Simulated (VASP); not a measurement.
Crystal: Re.

```
Re
1.0
     2.76080    0.00000    0.00000
    -1.38040    2.39092    0.00000
     0.00000    0.00000    4.45820
Re
2
Direct
  0.33333 0.66667 0.25000
  0.66667 0.33333 0.75000
```

| Quantity | Value |
| --- | --- |
| Program | VASP 6.6.1 |
| Task | relaxation of cell and atoms |
| Functional | PBE |
| Potentials or basis | VASP PAW PBE potentials, release 64 (Re) |
| Cutoff | 600 eV |
| k mesh | 7 × 7 × 4 |
| Occupations | methfessel-paxton, width 0.05 eV |
| Spin | no spin polarisation |

At the start: pressure 5.6 GPa; volume 14.71 Å³/atom.

Q: Where does the relaxation end?

A: Over 8 steps the energy falls by 7.6 meV/atom and the volume is 14.92 Å³/atom (+1.4 %); space group P6_3/mmc (No. 194, to 0.05 Å).

Step by step:
| step | energy change (eV) | largest force (eV/Å) | pressure (GPa) | volume (Å³) |
| --- | --- | --- | --- | --- |
| 1 | 0.0000 | 0.0000 | 5.61 | 29.43 |
| 2 | 0.1092 | 0.0000 | -19.22 | 31.67 |
| 3 | -0.0126 | 0.0000 | -1.17 | 29.95 |
| 4 | -0.0051 | 0.0000 | 0.41 | 29.82 |
| 5 | -0.0150 | 0.0000 | -0.75 | 29.91 |
| 6 | -0.0150 | 0.0000 | -0.74 | 29.91 |
| 7 | -0.0141 | 0.0000 | 2.00 | 29.69 |
| 8 | -0.0151 | 0.0000 | 0.02 | 29.85 |

Final structure:
```xyz
2
Lattice="2.7610 0.0000 0.0000 -1.3805 2.3911 0.0000 0.0000 0.0000 4.5209" Properties=species:S:1:pos:R:3 pbc="T T T"
Re    0.0000    1.5941    1.1302
Re    1.3805    0.7970    3.3907
```

Caveat: the k points lie up to 0.38 Å⁻¹ apart in the final cell.
